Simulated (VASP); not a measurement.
Wanted: the native input for a VASP 6.6.1 run.

```
Task                   : single point
Functional             : PBEsol
Potentials or basis    : VASP PAW PBE potentials, release 64 (Cr_pv, O)
Cutoff                 : 520 eV
k mesh                 : 5 × 5 × 8
Occupations            : fermi-dirac, width 0.05 eV
Spin                   : collinear spin, ferromagnetic start
Starting moments       : [3.0, 3.0, 0.0, 0.0, 0.0, 0.0] μB
Dipole correction      : no
Further INCAR settings : ALGO = Normal; EDIFF = 1e-06; NBANDS = 37
```

The structure of CrO2 lies in POSCAR:

```
CrO2
1.0
    4.4210000000      0.0221050000      0.0000000000
    0.0221050000      4.4210000000      0.0000000000
    0.0000000000      0.0000000000      2.9170000000
Cr O
2 4
Direct
    0.5000000000      0.5000000000      0.5000000000
    0.0000000000      0.0000000000      0.0000000000
    0.8010000000      0.1990000000      0.5000000000
    0.6990000000      0.6990000000      0.0000000000
    0.1990000000      0.8010000000      0.5000000000
    0.3010000000      0.3010000000      0.0000000000
```

These files were run (other wordings do the same):

INCAR

```
SYSTEM = CrO2
PREC = Accurate
ENCUT = 520
EDIFF = 1E-6
ISMEAR = -1
SIGMA = 0.05
LREAL = .FALSE.
LASPH = .TRUE.
NELM = 150
ALGO = Normal
ISIF = 2
LWAVE = .FALSE.
LCHARG = .TRUE.
ISPIN = 2
MAGMOM = 3 3 0 0 0 0
LORBIT = 11
LMAXMIX = 4
GGA = PS
LELF = .TRUE.
LVHAR = .TRUE.
NBANDS = 37
```

KPOINTS

```
Automatic mesh
0
G
  5 5 8
  0 0 0
```

Potentials or basis: VASP PAW PBE potentials, release 64 (Cr_pv, O).

Run with:

```sh
$ cat potpaw_PBE.64/Cr_pv/POTCAR potpaw_PBE.64/O/POTCAR > POTCAR
$ mpirun -np 1 vasp_std > vasp.out
```

Results of the run:

```yaml
Pressure: -5.9 GPa
Largest_force: 0.343 eV/Å
Band_gap_on_the_k_mesh: zero (filled and empty bands overlap)
Net_moment: 4.00 μB per cell
Site_moments: Cr +2.07, +2.09; O -0.07 μB
Valence_electrons_inside_the_program's_atomic_spheres: Cr 10.88, 10.87; O 5.01, 5.00 (each value once)
```

Caveat: the cell stands under tension; the PAW data sets were made with another functional, which shifts forces and pressure a little; semilocal functionals often make such compounds metallic where correlation or magnetic order opens a gap, which also shifts bond lengths; the run started ferromagnetic, and an antiferromagnetic order may lie lower in energy.

Run time: 88 s on 1 thread of Intel(R) Xeon(R) 6975P-C (Granite Rapids), on a shared host, peak memory 0.29 GiB.
